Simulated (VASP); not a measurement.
**Se: single point with PBEsol**

The system is Se.

```xyz
3
Lattice="4.8563 0.0000 0.0000 -2.4281 4.2057 0.0000 0.0000 0.0000 3.2539" Properties=species:S:1:pos:R:3 pbc="T T T"
Se    0.0000    0.0000    0.0000
Se    0.0000    2.8038    1.6269
Se    2.4281    1.4019    1.6269
```

This cell differs from its parent crystal: volume scaled by 1.12.

| Property | Result |
| --- | --- |
| Program | VASP 6.6.1 |
| Task | single point |
| Functional | PBEsol |
| Potentials or basis | VASP PAW PBE potentials, release 64 (Se) |
| Cutoff | 520 eV |
| k mesh | 9 × 9 × 11 |
| Occupations | fermi-dirac, width 0.1 eV |
| Spin | no spin polarisation |

```yaml
Pressure: -7.1 GPa
Band_gap_on_the_k_mesh: zero (band 9 reaches 6.28 eV, above the bottom of band 10 at 2.76 eV)
```

Stress tensor (GPa, compression positive):
```
-8.11  0.00  0.00
 0.00 -8.11  0.00
 0.00  0.00 -5.06
```

Levels at points of the mesh, in eV from the Fermi level:
```tsv
k point	band 5	band 6	band 7	band 8	band 9	band 10	band 11	band 12	band 13	band 14
(0.00, 0.00, 0.00)	-4.67	-3.83	-3.83	-1.36	1.89	2.03	2.92	2.92	5.17	9.69
```

It took 43 s on 1 thread of Intel Xeon 6975P-C, on a shared host, peak memory 0.21 GiB.

Caveat: the PAW data sets were made with another functional, which shifts forces and pressure a little.
